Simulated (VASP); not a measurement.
# Sb (Pm-3m) in VASP: a series of runs

The runs below take Sb through single point, with revPBE.

All numbers are computed with VASP 6.6.1; they aren't measurements. Logs are shortened: lines on timing, memory, paths and dates and some standing lists are left out, and cuts for length are marked.

## 1. The cell of the first run

It takes space group Pm-3m (No. 221, cubic). Conventional cell: a = 3.123 Å, b = 3.123 Å, c = 3.123 Å, α = 90.00°, β = 90.00°, γ = 90.00°. Within 4.1 Å of Sb (site symmetry m-3m) lie 6 Sb at 3.12 Å.

## 2. Single point, revPBE

Input file INCAR:

```
SYSTEM = Sb
PREC = Accurate
ENCUT = 500
EDIFF = 1E-6
ISMEAR = -1
SIGMA = 0.1
LREAL = .FALSE.
LASPH = .TRUE.
NELM = 120
ALGO = Normal
ISIF = 2
LWAVE = .FALSE.
LCHARG = .FALSE.
GGA = RE
NBANDS = 8
GGA_COMPAT = .FALSE.
```

Input file KPOINTS:

```
Automatic mesh
0
G
  11 11 11
  0 0 0
```

Input file POSCAR:

```
Sb
1.0
    3.1227999760      0.0000000000      0.0000000000
    0.0000000000      3.1227999760      0.0000000000
    0.0000000000      0.0000000000      3.1227999760
Sb
1
Direct
    0.0000000000      0.0000000000      0.0000000000
```

Potentials or basis: VASP PAW PBE potentials, release 64 (Sb).

Started as:

```
> cat potpaw_PBE.64/Sb/POTCAR > POTCAR
> mpirun -np 1 vasp_std > vasp.out
```

OUTCAR:

```text
SYSTEM = Sb
   PREC = Accurate
   ENCUT = 500
   EDIFF = 1E-6
   ISMEAR = -1
   LREAL = .FALSE.
   LASPH = .TRUE.
   NELM = 120
   ISIF = 2
   GGA = RE

 ion  position               nearest neighbor table
   1  0.000  0.000  0.000-

  LATTYP: Found a simple cubic cell.
 ALAT       =     3.1227999760

  Lattice vectors:

 A1 = (   3.1227999760,   0.0000000000,   0.0000000000)
 A2 = (   0.0000000000,   3.1227999760,   0.0000000000)
 A3 = (   0.0000000000,   0.0000000000,   3.1227999760)

Analysis of symmetry for initial positions (statically):
=====================================================================
 Subroutine PRICEL returns:
 Original cell was already a primitive cell.

 Routine SETGRP: Setting up the symmetry group for a
 simple cubic supercell.

 Subroutine GETGRP returns: Found 48 space group operations
 (whereof 48 operations were pure point group operations)
 out of a pool of 48 trial point group operations.

The static configuration has the point symmetry O_h .

Analysis of symmetry for dynamics (positions and initial velocities):
=====================================================================
 Subroutine PRICEL returns:
 Original cell was already a primitive cell.

 Routine SETGRP: Setting up the symmetry group for a
 simple cubic supercell.

 Subroutine GETGRP returns: Found 48 space group operations
 (whereof 48 operations were pure point group operations)
 out of a pool of 48 trial point group operations.

The dynamic configuration has the point symmetry O_h .

 Subroutine INISYM returns: Found 48 space group operations
 (whereof 48 operations are pure point group operations),
 and found     1 'primitive' translations

----------------------------------------------------------------------------------------

                                     Primitive cell

  volume of cell :      30.4532

  direct lattice vectors                    reciprocal lattice vectors
     3.122799976  0.000000000  0.000000000     0.320225441  0.000000000  0.000000000
     0.000000000  3.122799976  0.000000000     0.000000000  0.320225441  0.000000000
     0.000000000  0.000000000  3.122799976     0.000000000  0.000000000  0.320225441

  length of vectors
     3.122799976  3.122799976  3.122799976     0.320225441  0.320225441  0.320225441

  position of ions in fractional coordinates (direct lattice)
     0.000000000  0.000000000  0.000000000

  ion indices of the primitive-cell ions
   primitive index   ion index
                 1           1

----------------------------------------------------------------------------------------

 KPOINTS: Automatic mesh

Automatic generation of k-mesh.
 Grid dimensions read from file:
 generate k-points for:   11   11   11

 Generating k-lattice:

  Cartesian coordinates                     Fractional coordinates (reciprocal lattice)
     0.029111404  0.000000000  0.000000000     0.090909091  0.000000000  0.000000000
     0.000000000  0.029111404  0.000000000     0.000000000  0.090909091  0.000000000
     0.000000000  0.000000000  0.029111404     0.000000000  0.000000000  0.090909091

  Length of vectors
     0.029111404  0.029111404  0.029111404

  Shift w.r.t. Gamma in fractional coordinates (k-lattice)
     0.000000000  0.000000000  0.000000000

 Subroutine IBZKPT returns following result:
 ===========================================

 Found     56 irreducible k-points:

 Following reciprocal coordinates:
            Coordinates               Weight
  0.000000  0.000000  0.000000      1.000000
  0.090909  0.000000  0.000000      6.000000
  0.181818  0.000000  0.000000      6.000000
  0.272727  0.000000  0.000000      6.000000
  0.363636  0.000000  0.000000      6.000000
  0.454545  0.000000  0.000000      6.000000
[... 16 lines left out ...]
  0.181818  0.090909  0.090909     24.000000
  0.272727  0.090909  0.090909     24.000000
 [... further k-points ...]
   k-points           NKPTS =     56   k-points in BZ     NKDIM =     56   number of bands    NBANDS=      8
   number of dos      NEDOS =    301   number of ions     NIONS =      1
   total plane-waves  NPLWV =  13824
   dimension x,y,z NGX =    24 NGY =   24 NGZ =   24
   dimension x,y,z NGXF=    48 NGYF=   48 NGZF=   48
   ions per type =               1
   NGX,Y,Z   is equivalent  to a cutoff of  12.78, 12.78, 12.78 a.u.
   NGXF,Y,Z  is equivalent  to a cutoff of  25.55, 25.55, 25.55 a.u.
 SYSTEM =  Sb
   PREC   = accura    normal or accurate (medium, high low for compatibility)
   ISTART =      0    job   : 0-new  1-cont  2-samecut
   ICHARG =      2    charge: 1-file 2-atom 10-const
   ISPIN  =      1    spin polarized calculation?
   LNONCOLLINEAR =      F non collinear calculations
   LSORBIT =      F    spin-orbit coupling
   LASPH  =      T    aspherical Exc in radial PAW
   ENCUT  =  500.0 eV  36.75 Ry    6.06 a.u.   5.69  5.69  5.69*2*pi/ulx,y,z
   NELM   =    120;   NELMIN=  2; NELMDL= -5     # of ELM steps
   EDIFF  = 0.1E-05   stopping-criterion for ELM
   LREAL  =      F    real-space projection
   EDIFFG = 0.1E-04   stopping-criterion for IOM
   NSW    =      0    number of steps for IOM
   IBRION =     -1    ionic relax: 0-MD 1-quasi-New 2-CG
   NFREE  =      0    steps in history (QN), initial steepest desc. (CG)
   ISIF   =      2    stress and relaxation
   ISYM   =      2    0-nonsym 1-usesym 2-fastsym
   POTIM  = 0.5000    time-step for ionic-motion
   TEBEG  =    0.0;   TEEND  =   0.0 temperature during run
   PSTRESS=    0.0 pullay stress
   NELECT =       5.0000    total number of electrons
   NUPDOWN=      -1.0000    fix difference up-down
   EMIN   =  10.00;   EMAX   =-10.00  energy-range for DOS
   EFERMI =   0.00;   METHOD = LEGACY
   ISMEAR =    -1;   SIGMA  =   0.10  broadening in eV -4-tet -1-fermi 0-gaus
   EFERMI_NEDOS =   21; number of points for ismear=-14 and -15
   IALGO  =     38    algorithm
   IMIX   =      4    mixing-type and parameters
     AMIX     =   0.40;   BMIX     =  1.00
     AMIX_MAG =   1.60;   BMIX_MAG =  1.00
  volume/ion in A,a.u.               =      30.45       205.51
  Fermi-wavevector in a.u.,A,eV,Ry     =   0.896439  1.694024 10.933677  0.803603
  Thomas-Fermi vector in A             =   2.018897
   LORBIT       =      0    0 simple, 1 ext, 2 COOP (PROOUT), +10 PAW based schemes
   GGA     = RE    functional components
   LHFCALC =     F    Hartree Fock is set to
   AEXX    =    0.0000 exact exchange contribution
   IVDW    =     0    specifies the selected vdW correction
   LEPSILON=     F    determine dielectric tensor
   LRPA    =     F    only Hartree local field effects (RPA)
 non-spin polarized calculation
  energy-cutoff  :      500.00
  volume of cell :       30.45
 maximum number of plane-waves:       788
 NGX is ok and might be reduce to    24
   NGX = 11   NGY = 11   NGZ = 11

 number of electron       5.0000000 magnetization

 Free energy of the ion-electron system (eV)
  ---------------------------------------------------
  ext. energy  EPLUGINS =         0.00000000
  ---------------------------------------------------
  free energy    TOTEN  =        -3.76715543 eV

  energy without entropy =       -3.74349087  energy(sigma->0) =       -3.75532315

 E-fermi :   6.8858     XC(G=0):  -9.4837

 val. band max:        6.8468344326   @ k =   0.1818   0.0909   0.0909
 cond. band min:       6.9063743327   @ k =   0.1818   0.1818   0.0000
 fundamental gap:      0.0595399001
 Fermi energy:         6.8858088950

 k-point     1 :       0.0000    0.0000    0.0000
  band No.  band energies     occupation
      1      -5.2632      2.00000
      2      10.1790      0.00000
      3      10.1790      0.00000
      4      10.1790      0.00000
      5      13.8235      0.00000
      6      13.8235      0.00000
      7      15.1546      0.00000
      8      24.4534      0.00000

 k-point     2 :       0.0909    0.0000    0.0000
  band No.  band energies     occupation
      1      -5.1461      2.00000
      2       8.8224      0.00000
      3      10.2937      0.00000
      4      10.2937      0.00000
      5      13.9173      0.00000
      6      14.5461      0.00000
      7      16.0517      0.00000
      8      23.4539      0.00000

 k-point     3 :       0.1818    0.0000    0.0000
  band No.  band energies     occupation
      1      -4.8006      2.00000
      2       6.6255      1.86209
      3      10.6236      0.00000
      4      10.6236      0.00000
      5      14.1959      0.00000
      6      15.0324      0.00000
      7      18.5149      0.00000
      8      21.9076      0.00000

 k-point     4 :       0.2727    0.0000    0.0000
  band No.  band energies     occupation
      1      -4.2515      2.00000
      2       4.5369      2.00000
      3      11.1184      0.00000
      4      11.1184      0.00000
      5      14.6467      0.00000
      6      15.5841      0.00000
      7      20.4138      0.00000
      8      20.4138      0.00000

 k-point     5 :       0.3636    0.0000    0.0000
  band No.  band energies     occupation
      1      -3.5756      2.00000
      2       2.7935      2.00000
      3      11.6682      0.00000
      4      11.6682      0.00000
      5      15.2262      0.00000
      6      16.3278      0.00000
      7      19.1718      0.00000
      8      19.1718      0.00000

 k-point     6 :       0.4545    0.0000    0.0000
  band No.  band energies     occupation
      1      -3.0087      2.00000
      2       1.6831      2.00000
      3      12.0650      0.00000
      4      12.0650      0.00000
      5      15.7609      0.00000
      6      17.2383      0.00000
      7      18.4223      0.00000
      8      18.4223      0.00000

 k-point     7 :       0.0909    0.0909    0.0000
  band No.  band energies     occupation
      1      -5.0289      2.00000
      2       8.8493      0.00000
      3       9.0279      0.00000
      4      10.4086      0.00000
      5      14.2951      0.00000
      6      15.4876      0.00000
      7      16.4240      0.00000
      8      22.1451      0.00000

 k-point     8 :       0.1818    0.0909    0.0000
  band No.  band energies     occupation
      1      -4.6833      2.00000
      2       6.7362      1.63390
      3       9.2773      0.00000
      4      10.7389      0.00000
      5      14.6232      0.00000
      6      16.1545      0.00000
      7      18.5192      0.00000
      8      20.4665      0.00000

 k-point     9 :       0.2727    0.0909    0.0000
  band No.  band energies     occupation
      1      -4.1339      2.00000
      2       4.6493      2.00000
      3       9.7842      0.00000
      4      11.2344      0.00000
      5      15.1023      0.00000
      6      16.5245      0.00000
      7      18.6751      0.00000
      8      20.4990      0.00000

 k-point    10 :       0.3636    0.0909    0.0000
  band No.  band energies     occupation
      1      -3.4575      2.00000
      2       2.9059      2.00000
      3      10.3717      0.00000
      4      11.7852      0.00000
      5      15.7230      0.00000
      6      16.4290      0.00000
      7      18.0496      0.00000
      8      19.2600      0.00000
[... 78 lines left out ...]
 k-point    18 :       0.4545    0.2727    0.0000
  band No.  band energies     occupation
      1      -1.9719      2.00000
      2       2.6142      2.00000
      3       6.5827      1.90792
      4      11.8636      0.00000
      5      13.0255      0.00000
      6      17.5348      0.00000
      7      19.1971      0.00000
      8      19.2007      0.00000

 k-point    19 :       0.3636    0.3636    0.0000
  band No.  band energies     occupation
      1      -1.8558      2.00000
      2       4.1581      2.00000
      3       4.5165      2.00000
      4      11.2789      0.00000
      5      13.1807      0.00000
      6      17.4547      0.00000
      7      20.3460      0.00000
      8      20.5347      0.00000

 k-point    20 :       0.4545    0.3636    0.0000
  band No.  band energies     occupation
      1      -1.2607      2.00000
      2       3.1833      2.00000
      3       4.7973      2.00000
      4      10.3686      0.00000
      5      13.5821      0.00000
      6      18.2269      0.00000
      7      19.7236      0.00000
      8      19.8105      0.00000

 k-point    21 :       0.4545    0.4545    0.0000
  band No.  band energies     occupation
      1      -0.6393      2.00000
      2       3.5805      2.00000
      3       3.6579      2.00000
      4       9.4740      0.00000
      5      13.9810      0.00000
      6      19.0388      0.00000
      7      20.1590      0.00000
      8      20.2023      0.00000

 k-point    22 :       0.0909    0.0909    0.0909
  band No.  band energies     occupation
      1      -4.9117      2.00000
      2       8.9616      0.00000
      3       8.9616      0.00000
      4       9.2426      0.00000
      5      15.5814      0.00000
      6      15.5814      0.00000
      7      16.7120      0.00000
      8      22.0632      0.00000

 k-point    23 :       0.1818    0.0909    0.0909
  band No.  band energies     occupation
      1      -4.5659      2.00000
      2       6.8468      1.19244
      3       9.2862      0.00000
      4       9.5037      0.00000
      5      15.8558      0.00000
      6      16.4535      0.00000
      7      18.5356      0.00000
      8      20.2479      0.00000

 k-point    24 :       0.2727    0.0909    0.0909
  band No.  band energies     occupation
      1      -4.0163      2.00000
      2       4.7616      2.00000
      3       9.7793      0.00000
      4      10.0268      0.00000
      5      16.2800      0.00000
      6      16.7085      0.00000
      7      18.5967      0.00000
      8      18.9866      0.00000

 [... further k-points ...]
[... 5 lines left out ...]
  --------------------------------------------------------------------------------------
  -------------------------------------------------------------------------------------
  Total        0.0927417      0.0927417      0.0927417     -0.0000000     -0.0000000      0.0000000
  in kB        4.8792491      4.8792491      4.8792491     -0.0000000     -0.0000000      0.0000000
  external PRESSURE =       4.8792491 kB  Pullay stress =       0.0000000 kB

 VOLUME and BASIS-vectors are now :
 -----------------------------------------------------------------------------
  energy-cutoff  :      500.00
  volume of cell :       30.45
      direct lattice vectors                 reciprocal lattice vectors
     3.122799976  0.000000000  0.000000000     0.320225441  0.000000000  0.000000000
     0.000000000  3.122799976  0.000000000     0.000000000  0.320225441  0.000000000
     0.000000000  0.000000000  3.122799976     0.000000000  0.000000000  0.320225441

 POSITION                                       TOTAL-FORCE (eV/Angst)
 -----------------------------------------------------------------------------------
      0.00000      0.00000      0.00000         0.000000      0.000000      0.000000
 -----------------------------------------------------------------------------------
    total drift:                               -0.000000      0.000000      0.000000

  FREE ENERGIE OF THE ION-ELECTRON SYSTEM (eV)
  ---------------------------------------------------
  free  energy   TOTEN  =        -3.7671554285 eV

  energy  without entropy=       -3.7434908715  energy(sigma->0) =       -3.75532315
```

Wall time 6.2 s (1 thread of Intel Xeon 6975P-C, shared host); peak memory 0.14 GiB.

What came out:

```
Free energy : -3.7672 eV
Pressure    : 0.5 GPa
```

Caveat: the PAW data sets were made with another functional, which shifts forces and pressure a little; spin-orbit coupling is left out, which moves the levels of the heavy elements.

## 3. Single point, revPBE (volume scaled by 1.04)

Input file INCAR:

```
  PREC = Accurate
  ENCUT = 500
  EDIFF = 1E-6
  ISMEAR = -1
  SIGMA = 0.1
  LREAL = False
  LASPH = True
  NELM = 120
  ALGO = Normal
  ISIF = 2
  LWAVE = False
  LCHARG = False
  GGA = RE
  NBANDS = 8
  GGA_COMPAT = False
```

Input file KPOINTS:

```
Automatic mesh
0
Gamma
  11 11 11
```

Input file POSCAR:

```
Sb
1.0
    3.1638941620      0.0000000000      0.0000000000
    0.0000000000      3.1638941620      0.0000000000
    0.0000000000      0.0000000000      3.1638941620
Sb
1
Direct
    0.0000000000      0.0000000000      0.0000000000
```

Potentials or basis: VASP PAW PBE potentials, release 64 (Sb).

Started as:

```
> cat potpaw_PBE.64/Sb/POTCAR > POTCAR
> mpirun -np 1 vasp_std > vasp.out
```

Run time: 5.2 s. Hardware: 1 thread of Intel Xeon 6975P-C, shared host; peak memory 0.14 GiB.

It converged, with:

* Free energy: -3.7633 eV
* Pressure: -1.4 GPa

Levels at points of the mesh, in eV from the Fermi level:
```
           k point  band 1  band 2  band 3  band 4  band 5  band 6
(0.00, 0.00, 0.00)  -11.87    3.19    3.19    3.19    6.90    6.90
```

Caveat: the PAW data sets were made with another functional, which shifts forces and pressure a little; spin-orbit coupling is left out, which moves the levels of the heavy elements.

(Continued in part 2 of 2.)
